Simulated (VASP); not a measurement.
# Cd (P-1) in VASP: single point with PBEsol

Aim: the single point of Cd with PBEsol.

Everything below comes from runs of VASP 6.6.1. Logs are shortened: lines on timing, memory, paths and dates and some standing lists are left out, and cuts for length are marked.

## 1. The cell of the first run

The typed cell holds 1 atom: a = 3.254 Å, b = 3.136 Å, c = 3.115 Å, α = 58.74°, β = 57.28°, γ = 58.59°.

## 2. Single point, PBEsol (the cell strained at random)

Contents of INCAR:

```
SYSTEM = Cd
PREC = Accurate
ENCUT = 520
EDIFF = 1E-6
ISMEAR = 0
SIGMA = 0.1
LREAL = .False.
LASPH = .True.
NELM = 80
ALGO = Fast
ISIF = 2
LWAVE = .False.
LCHARG = .False.
GGA = PS
NBANDS = 12
```

Contents of KPOINTS:

```
Automatic mesh
0
Gamma
  14 14 14
  0 0 0
```

Contents of POSCAR:

```
Cd
1.0
    0.0236011133      2.3188537486      2.2829640857
    2.1891585328      0.0614427481      2.2451224510
    2.1553539306      2.2472075117      0.0952473503
Cd
1
Direct
    0.0000000000      0.0000000000      0.0000000000
```

Potentials or basis: VASP PAW PBE potentials, release 64 (Cd).

Started as:

```console
$ cat potpaw_PBE.64/Cd/POTCAR > POTCAR
$ mpirun -np 1 vasp_std > vasp.out
```

OUTCAR:

```text
SYSTEM = Cd
   PREC = Accurate
   ENCUT = 520
   EDIFF = 1E-6
   ISMEAR = 0
   LREAL = .False.
   LASPH = .True.
   NELM = 80
   ISIF = 2
   GGA = PS

 ion  position               nearest neighbor table
   1  0.000  0.000  0.000-

  LATTYP: Found a triclinic cell.
 ALAT       =     3.1152149564
 B/A-ratio  =     1.3871610061
 C/A-ratio  =     1.0446024391
 COS(alpha) =     0.0148890488
 COS(beta)  =     0.5404989841
 COS(gamma) =     0.6905195762

  Lattice vectors:

 A1 = (  -2.1553539306,  -2.2472075117,  -0.0952473503)
 A2 = (  -4.3209113501,   0.0102034888,  -0.0574057156)
 A3 = (  -0.0236011133,  -2.3188537486,  -2.2829640857)

Analysis of symmetry for initial positions (statically):
=====================================================================
 Subroutine PRICEL returns:
 Original cell was already a primitive cell.

 Routine SETGRP: Setting up the symmetry group for a
 triclinic supercell.

 Subroutine GETGRP returns: Found  2 space group operations
 (whereof  2 operations were pure point group operations)
 out of a pool of  2 trial point group operations.

The static configuration has the point symmetry S_2 .

Analysis of symmetry for dynamics (positions and initial velocities):
=====================================================================
 Subroutine PRICEL returns:
 Original cell was already a primitive cell.

 Routine SETGRP: Setting up the symmetry group for a
 triclinic supercell.

 Subroutine GETGRP returns: Found  2 space group operations
 (whereof  2 operations were pure point group operations)
 out of a pool of  2 trial point group operations.

The dynamic configuration has the point symmetry S_2 .

 Subroutine INISYM returns: Found  2 space group operations
 (whereof  2 operations are pure point group operations),
 and found     1 'primitive' translations

----------------------------------------------------------------------------------------

                                     Primitive cell

  volume of cell :      21.5473

  direct lattice vectors                    reciprocal lattice vectors
     0.023601113  2.318853749  2.282964086    -0.233876783  0.214900735  0.222165728
     2.189158533  0.061442748  2.245122451     0.227844721 -0.228258616  0.229491546
     2.155353931  2.247207512  0.095247350     0.235103632  0.229485465 -0.235523608

  length of vectors
     3.254161142  3.136361764  3.115214956     0.387605838  0.395830244  0.404238379

  position of ions in fractional coordinates (direct lattice)
     0.000000000  0.000000000  0.000000000

  ion indices of the primitive-cell ions
   primitive index   ion index
                 1           1

----------------------------------------------------------------------------------------

 KPOINTS: Automatic mesh

Automatic generation of k-mesh.
 Grid dimensions read from file:
 generate k-points for:   14   14   14

 Generating k-lattice:

  Cartesian coordinates                     Fractional coordinates (reciprocal lattice)
    -0.016705484  0.015350053  0.015868981     0.071428571  0.000000000 -0.000000000
     0.016274623 -0.016304187  0.016392253    -0.000000000  0.071428571 -0.000000000
     0.016793117  0.016391819 -0.016823115     0.000000000 -0.000000000  0.071428571

  Length of vectors
     0.027686131  0.028273589  0.028874170

  Shift w.r.t. Gamma in fractional coordinates (k-lattice)
     0.000000000  0.000000000  0.000000000

 Subroutine IBZKPT returns following result:
 ===========================================

 Found   1376 irreducible k-points:

 Following reciprocal coordinates:
            Coordinates               Weight
  0.000000  0.000000  0.000000      1.000000
  0.071429  0.000000  0.000000      2.000000
  0.142857  0.000000 -0.000000      2.000000
  0.214286  0.000000 -0.000000      2.000000
  0.285714 -0.000000 -0.000000      2.000000
  0.357143  0.000000 -0.000000      2.000000
[... 16 lines left out ...]
  0.000000  0.142857  0.000000      2.000000
  0.071429  0.142857  0.000000      2.000000
 [... further k-points ...]
   k-points           NKPTS =   1376   k-points in BZ     NKDIM =   1376   number of bands    NBANDS=     12
   number of dos      NEDOS =    301   number of ions     NIONS =      1
   total plane-waves  NPLWV =  13824
   dimension x,y,z NGX =    24 NGY =   24 NGZ =   24
   dimension x,y,z NGXF=    48 NGYF=   48 NGZF=   48
   ions per type =               1
   NGX,Y,Z   is equivalent  to a cutoff of  12.26, 12.72, 12.81 a.u.
   NGXF,Y,Z  is equivalent  to a cutoff of  24.52, 25.44, 25.62 a.u.
 SYSTEM =  Cd
   PREC   = accura    normal or accurate (medium, high low for compatibility)
   ISTART =      0    job   : 0-new  1-cont  2-samecut
   ICHARG =      2    charge: 1-file 2-atom 10-const
   ISPIN  =      1    spin polarized calculation?
   LNONCOLLINEAR =      F non collinear calculations
   LSORBIT =      F    spin-orbit coupling
   LASPH  =      T    aspherical Exc in radial PAW
   ENCUT  =  520.0 eV  38.22 Ry    6.18 a.u.   6.05  5.83  5.79*2*pi/ulx,y,z
   NELM   =     80;   NELMIN=  2; NELMDL= -5     # of ELM steps
   EDIFF  = 0.1E-05   stopping-criterion for ELM
   LREAL  =      F    real-space projection
   EDIFFG = 0.1E-04   stopping-criterion for IOM
   NSW    =      0    number of steps for IOM
   IBRION =     -1    ionic relax: 0-MD 1-quasi-New 2-CG
   NFREE  =      0    steps in history (QN), initial steepest desc. (CG)
   ISIF   =      2    stress and relaxation
   ISYM   =      2    0-nonsym 1-usesym 2-fastsym
   POTIM  = 0.5000    time-step for ionic-motion
   TEBEG  =    0.0;   TEEND  =   0.0 temperature during run
   PSTRESS=    0.0 pullay stress
   NELECT =      12.0000    total number of electrons
   NUPDOWN=      -1.0000    fix difference up-down
   EMIN   =  10.00;   EMAX   =-10.00  energy-range for DOS
   EFERMI =   0.00;   METHOD = LEGACY
   ISMEAR =     0;   SIGMA  =   0.10  broadening in eV -4-tet -1-fermi 0-gaus
   EFERMI_NEDOS =   21; number of points for ismear=-14 and -15
   IALGO  =     68    algorithm
   IMIX   =      4    mixing-type and parameters
     AMIX     =   0.40;   BMIX     =  1.00
     AMIX_MAG =   1.60;   BMIX_MAG =  1.00
  volume/ion in A,a.u.               =      21.55       145.41
  Fermi-wavevector in a.u.,A,eV,Ry     =   1.346908  2.545287 24.683157  1.814161
  Thomas-Fermi vector in A             =   2.474702
   LORBIT       =      0    0 simple, 1 ext, 2 COOP (PROOUT), +10 PAW based schemes
   GGA     = PS    functional components
   LHFCALC =     F    Hartree Fock is set to
   AEXX    =    0.0000 exact exchange contribution
   IVDW    =     0    specifies the selected vdW correction
   LEPSILON=     F    determine dielectric tensor
   LRPA    =     F    only Hartree local field effects (RPA)
 non-spin polarized calculation
 RMM-DIIS sequential band-by-band and
 Gauss-broadening in eV      SIGMA  =   0.10
  energy-cutoff  :      520.00
  volume of cell :       21.55
 maximum number of plane-waves:       592
   NGX = 13   NGY = 11   NGZ = 11

 number of electron      11.9999997 magnetization

 Free energy of the ion-electron system (eV)
  ---------------------------------------------------
  ext. energy  EPLUGINS =         0.00000000
  ---------------------------------------------------
  free energy    TOTEN  =        -1.18628658 eV

  energy without entropy =       -1.18435163  energy(sigma->0) =       -1.18531910

 E-fermi :   2.6831     XC(G=0): -11.2309

 val. band max:        2.6805932661   @ k =   0.0000  -0.1429   0.4286
 cond. band min:       2.6839474815   @ k =  -0.2857   0.2857   0.2857
 fundamental gap:      0.0033542154
 Fermi energy:         2.6831177041

 k-point     1 :       0.0000    0.0000    0.0000
  band No.  band energies     occupation
      1      -6.4985      2.00000
      2      -6.3612      2.00000
      3      -6.2857      2.00000
      4      -6.1445      2.00000
      5      -5.9340      2.00000
      6      -5.8204      2.00000
      7      16.1448      0.00000
      8      16.9573      0.00000
      9      17.9870      0.00000
     10      19.1447      0.00000
     11      20.2814      0.00000
     12      20.9443      0.00000

 k-point     2 :       0.0714    0.0000    0.0000
  band No.  band energies     occupation
      1      -6.4856      2.00000
      2      -6.3605      2.00000
      3      -6.2705      2.00000
      4      -6.0175      2.00000
      5      -5.9342      2.00000
      6      -5.8259      2.00000
      7      15.3238      0.00000
      8      16.2429      0.00000
      9      17.7545      0.00000
     10      18.8434      0.00000
     11      20.5519      0.00000
     12      21.8419      0.00000

 k-point     3 :       0.1429    0.0000   -0.0000
  band No.  band energies     occupation
      1      -6.5106      2.00000
      2      -6.3479      2.00000
      3      -6.2260      2.00000
      4      -5.9250      2.00000
      5      -5.8404      2.00000
      6      -5.5925      2.00000
      7      12.7116      0.00000
      8      16.1930      0.00000
      9      17.4444      0.00000
     10      18.2521      0.00000
     11      20.8900      0.00000
     12      21.8476      0.00000

 k-point     4 :       0.2143    0.0000   -0.0000
  band No.  band energies     occupation
      1      -6.5994      2.00000
      2      -6.3262      2.00000
      3      -6.2015      2.00000
      4      -5.8555      2.00000
      5      -5.8264      2.00000
      6      -4.8805      2.00000
      7      10.0204      0.00000
      8      16.1094      0.00000
      9      17.0566      0.00000
     10      17.5804      0.00000
     11      20.8745      0.00000
     12      21.4984      0.00000

 k-point     5 :       0.2857   -0.0000   -0.0000
  band No.  band energies     occupation
      1      -6.7090      2.00000
      2      -6.3321      2.00000
      3      -6.2207      2.00000
      4      -5.7726      2.00000
      5      -5.7247      2.00000
      6      -3.8835      2.00000
      7       7.4379      0.00000
      8      15.9864      0.00000
      9      16.5924      0.00000
     10      16.9329      0.00000
     11      20.5584      0.00000
     12      20.9101      0.00000
[... 228 lines left out ...]
      1      -6.5116      2.00000
      2      -6.3238      2.00000
      3      -6.2146      2.00000
      4      -5.9532      2.00000
      5      -5.8571      2.00000
      6      -5.2193      2.00000
      7      11.8873      0.00000
      8      14.8132      0.00000
      9      17.1072      0.00000
     10      19.1490      0.00000
     11      19.8744      0.00000
     12      21.1737      0.00000

 k-point    22 :      -0.0714    0.0714   -0.0000
  band No.  band energies     occupation
      1      -6.4714      2.00000
      2      -6.3543      2.00000
      3      -6.2490      2.00000
      4      -5.9600      2.00000
      5      -5.8622      2.00000
      6      -5.7376      2.00000
      7      14.5798      0.00000
      8      15.4444      0.00000
      9      16.6562      0.00000
     10      19.3794      0.00000
     11      20.2084      0.00000
     12      21.6669      0.00000

 k-point    23 :       0.0000    0.1429    0.0000
  band No.  band energies     occupation
      1      -6.4591      2.00000
      2      -6.4078      2.00000
      3      -6.1748      2.00000
      4      -5.9396      2.00000
      5      -5.8529      2.00000
      6      -5.5837      2.00000
      7      13.4679      0.00000
      8      15.8464      0.00000
      9      16.5452      0.00000
     10      18.4362      0.00000
     11      20.8299      0.00000
     12      21.5870      0.00000

 k-point    24 :       0.0714    0.1429    0.0000
  band No.  band energies     occupation
      1      -6.4595      2.00000
      2      -6.3665      2.00000
      3      -6.1808      2.00000
      4      -6.0170      2.00000
      5      -5.8353      2.00000
      6      -5.6147      2.00000
      7      14.4749      0.00000
      8      15.0894      0.00000
      9      17.1176      0.00000
     10      17.6603      0.00000
     11      20.1851      0.00000
     12      21.5785      0.00000

 [... further k-points ...]
[... 5 lines left out ...]
  --------------------------------------------------------------------------------------
  -------------------------------------------------------------------------------------
  Total       -0.0554958     -0.2363570     -0.1463488     -0.0247849     -0.0021993      0.0205324
  in kB       -4.1264720    -17.5746609    -10.8819735     -1.8429200     -0.1635331      1.5267196
  external PRESSURE =     -10.8610355 kB  Pullay stress =       0.0000000 kB

 VOLUME and BASIS-vectors are now :
 -----------------------------------------------------------------------------
  energy-cutoff  :      520.00
  volume of cell :       21.55
      direct lattice vectors                 reciprocal lattice vectors
     0.023601113  2.318853749  2.282964086    -0.233876783  0.214900735  0.222165728
     2.189158533  0.061442748  2.245122451     0.227844721 -0.228258616  0.229491546
     2.155353931  2.247207512  0.095247350     0.235103632  0.229485465 -0.235523608

 POSITION                                       TOTAL-FORCE (eV/Angst)
 -----------------------------------------------------------------------------------
      0.00000      0.00000      0.00000         0.000000      0.000000      0.000000
 -----------------------------------------------------------------------------------
    total drift:                                0.000000      0.000000     -0.000000

  FREE ENERGIE OF THE ION-ELECTRON SYSTEM (eV)
  ---------------------------------------------------
  free  energy   TOTEN  =        -1.1862865769 eV

  energy  without entropy=       -1.1843516296  energy(sigma->0) =       -1.18531910
```

Wall time 4.6 min (1 thread of Intel Xeon 8259CL, shared host); peak memory 0.43 GiB.

Results:

```
Free energy            : -1.1863 eV
Pressure               : -1.1 GPa
Band gap on the k mesh : zero (bands 6 and 7 overlap by 3.38 eV)
```

Levels at points of the mesh, in eV from the Fermi level:
```tsv
k point	band 3	band 4	band 5	band 6	band 7	band 8	band 9	band 10
(0.00, 0.00, 0.00)	-8.97	-8.83	-8.62	-8.50	13.46	14.27	15.30	16.46
(0.50, 0.00, 0.00)	-8.98	-8.29	-8.12	-2.43	-1.46	12.93	13.07	13.33
(0.00, 0.50, 0.00)	-8.88	-8.21	-8.14	-2.27	-1.08	11.52	12.38	14.17
(0.50, 0.50, 0.00)	-8.25	-8.10	-8.04	-0.83	1.44	6.82	7.06	11.22
(0.00, 0.00, 0.50)	-8.95	-8.18	-8.12	-2.09	-0.68	11.46	11.88	13.44
(0.50, 0.00, 0.50)	-8.24	-8.09	-8.07	-1.04	1.10	6.76	7.64	11.14
(0.00, 0.50, 0.50)	-8.21	-8.10	-8.05	-0.50	1.95	5.60	7.48	9.97
(0.50, 0.50, 0.50)	-8.96	-8.28	-8.16	-2.54	-1.73	12.77	13.58	13.81
```

Caveat: the cell differs from its parent crystal (the cell strained at random); the PAW data sets were made with another functional, which shifts forces and pressure a little.
